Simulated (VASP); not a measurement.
Write the native input for VASP 6.6.1 that does the following.

```yaml
Task: G0W0 quasiparticle levels
Functional: PBE
Potentials_or_basis: VASP PAW PBE potentials, release 64 (Cd_GW, S_GW)
Cutoff: 500 eV
k_mesh: 4 × 4 × 4
Occupations: gaussian, width 0.01 eV
Spin: no spin polarisation
Dipole_correction: no
GW_scheme: G0W0
GW_iterations: 1
Cutoff_of_the_response_function: 150
Frequency_points: 96
Empty_bands: 201
Further_INCAR_settings: ALGO = EVGW0; EDIFF = 1e-08; NBANDS = 210
```

CdS:

```
CELL_PARAMETERS angstrom
0.00000 2.93921 2.79225
2.93921 0.00000 2.79225
2.93921 2.93921 0.00000
ATOMIC_POSITIONS crystal
Cd 0.00000 0.00000 0.00000
S 0.25000 0.25000 0.25000
```

The input as run:

POSCAR

```
CdS
1.0
    0.0000000000      2.9392148365      2.7922540947
    2.9392148365      0.0000000000      2.7922540947
    2.9392148365      2.9392148365      0.0000000000
Cd S
1 1
Direct
    0.0000000000      0.0000000000      0.0000000000
    0.2500000000      0.2500000000      0.2500000000
```

INCAR.step1

```
SYSTEM = CdS
PREC = Accurate ; ENCUT = 500
EDIFF = 1E-8 ; ISMEAR = 0
SIGMA = 0.01 ; LREAL = .FALSE.
LASPH = .TRUE. ; NELM = 100
ALGO = Normal ; LWAVE = .TRUE.
LCHARG = .FALSE. ; GGA = PE
```

INCAR.step2

```
SYSTEM = CdS
PREC = Accurate ; ENCUT = 500
EDIFF = 1E-8 ; ISMEAR = 0
SIGMA = 0.01 ; LREAL = .FALSE.
LASPH = .TRUE. ; NELM = 1
ALGO = Exact ; LWAVE = .TRUE.
LCHARG = .FALSE. ; GGA = PE
NBANDS = 210 ; LOPTICS = .TRUE.
ISTART = 1
```

INCAR.step3

```
SYSTEM = CdS
PREC = Accurate ; ENCUT = 500
EDIFF = 1E-8 ; ISMEAR = 0
SIGMA = 0.01 ; LREAL = .FALSE.
LASPH = .TRUE. ; ALGO = EVGW0
LWAVE = .FALSE. ; LCHARG = .FALSE.
GGA = PE ; NELMGW = 1
NBANDS = 210 ; ENCUTGW = 150.0
NOMEGA = 96 ; PRECFOCK = Fast
ISTART = 1 ; NBANDSGW = 17
OMEGAMAX = 20
```

KPOINTS

```
Automatic mesh
0
G
  4 4 4
  0 0 0
```

Potentials or basis: VASP PAW PBE potentials, release 64 (Cd_GW, S_GW).

Run with:

```sh
$ cat potpaw_PBE.64/Cd_GW/POTCAR potpaw_PBE.64/S_GW/POTCAR > POTCAR
$ cp INCAR.step1 INCAR
$ mpirun -np 1 vasp_std > vasp.out
$ cp INCAR.step2 INCAR
$ mpirun -np 1 vasp_std > vasp.out
$ cp INCAR.step3 INCAR
$ mpirun -np 1 vasp_std > vasp.out
```

Results of the run:

```
Quasiparticle gap                                   : 1.91 eV
Least direct quasiparticle gap                      : 1.91 eV
Band gap of the starting levels on the mesh         : 1.09 eV
Least direct gap of the starting levels on the mesh : 1.09 eV
```

Caveat: the k points lie up to 0.47 Å⁻¹ apart; bands, screening cutoff and mesh are small and nothing is extrapolated, so the quasiparticle values aren't converged; the structure was generated, so it needn't be the stable form of CdS.

Run time: 7.9 min on 1 thread of AMD EPYC 9R45 96-Core Processor (Zen 5), with other jobs on the host, peak memory 0.59 GiB.
